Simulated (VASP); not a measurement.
Write the native input for VASP 6.6.1 that does the following.

```
Task                   : relaxation of cell and atoms
Functional             : PBEsol
Potentials or basis    : VASP PAW PBE potentials, release 64 (B, N)
Cutoff                 : 600 eV
k mesh                 : 12 × 12 × 4
Occupations            : gaussian, width 0.02 eV
Spin                   : no spin polarisation
Target pressure        : 1 GPa
Dipole correction      : no
Further INCAR settings : ALGO = Normal; EDIFF = 1e-07; IBRION = 2; EDIFFG = -0.008; NSW = 70; ISIF = 3
```

The structure of BN lies in POSCAR:

```
BN
1.0
    2.4960099755      0.0000000000      0.0000000000
   -1.2480049877      2.1616080469      0.0000000000
    0.0000000000      0.0000000000      7.0492224529
B N
2 2
Direct
    0.3333333333      0.6666666667      0.2500000000
    0.6666666667      0.3333333333      0.7500000000
    0.3333333333      0.6666666667      0.7500000000
    0.6666666667      0.3333333333      0.2500000000
```

These files were run (other wordings do the same):

INCAR

```
PREC = Accurate
ENCUT = 600
EDIFF = 1E-7
ISMEAR = 0
SIGMA = 0.02
LREAL = False
LASPH = True
NELM = 80
ALGO = Normal
ISIF = 3
LWAVE = False
LCHARG = False
GGA = PS
IBRION = 2
NSW = 70
EDIFFG = -0.008
PSTRESS = 10.0
```

KPOINTS

```
regular mesh
0
Gamma
  12 12 4
```

Potentials or basis: VASP PAW PBE potentials, release 64 (B, N).

Launch:

```console
$ cat potpaw_PBE.64/B/POTCAR potpaw_PBE.64/N/POTCAR > POTCAR
$ mpirun -np 1 vasp_std > vasp.out
```

Results of the run:

```json
{
 "Relaxed volume": "8.89 Å³/atom",
 "Relaxed cell": "a = 2.503 Å, b = 2.503 Å, c = 6.550 Å, α = 90.00°, β = 90.00°, γ = 120.00°",
 "Space group after relaxing (to 0.05 Å)": "P6_3/mmc (No. 194)",
 "Energy change on relaxing (the enthalpy is what falls)": "+0.2 meV/atom",
 "Ionic steps": "8",
 "Pressure after relaxing": "0.9 GPa",
 "Band gap on the k mesh": "4.14 eV, indirect (least direct gap 4.55 eV)"
}
```

Caveat: the cell is relaxed towards a set pressure, so the enthalpy falls and the energy may rise; the PAW data sets were made with another functional, which shifts forces and pressure a little; this functional lacks dispersion, which binds the layers, so the pressure and a relaxed spacing across them are unreliable.

Run time: 83 s on 1 thread of Intel(R) Xeon(R) Platinum 8488C (Sapphire Rapids), with other jobs on the host, peak memory 0.16 GiB.
